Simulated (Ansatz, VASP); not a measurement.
**Two plane-wave programs on Sn**

```
CELL_PARAMETERS angstrom
-1.40317 1.40317 1.40317
1.40317 -1.40317 1.40317
1.40317 1.40317 -1.40317
ATOMIC_POSITIONS crystal
Sn 0.00000 0.00000 0.00000
```

Change from the starting cell: volume scaled by 0.4, PAW files.

Alike in both runs: task single point; functional PBE; k mesh 14 × 14 × 14; occupations fermi-dirac, width 0.1 eV; no spin polarisation.

|  | VASP | Ansatz |
| --- | --- | --- |
| version | VASP 6.6.1 | Ansatz 0.2.0 |
| potentials or method | VASP PAW PBE potentials, release 64 (Sn_d) | PAW with Ansatz's default frozen-core files, scalar-relativistic |
| plane-wave cutoff (eV) | 520 | 420 |
| valence electrons in the cell | 14 | 14 |

VASP gave:

* pressure (GPa): 401.0

What did Ansatz give for the same quantities?

Pressure (GPa): 400.0.

Both programs put the cell under a high pressure, so it lies far from rest at this level.

Noted on VASP's run: the cell as given lies far from equilibrium.
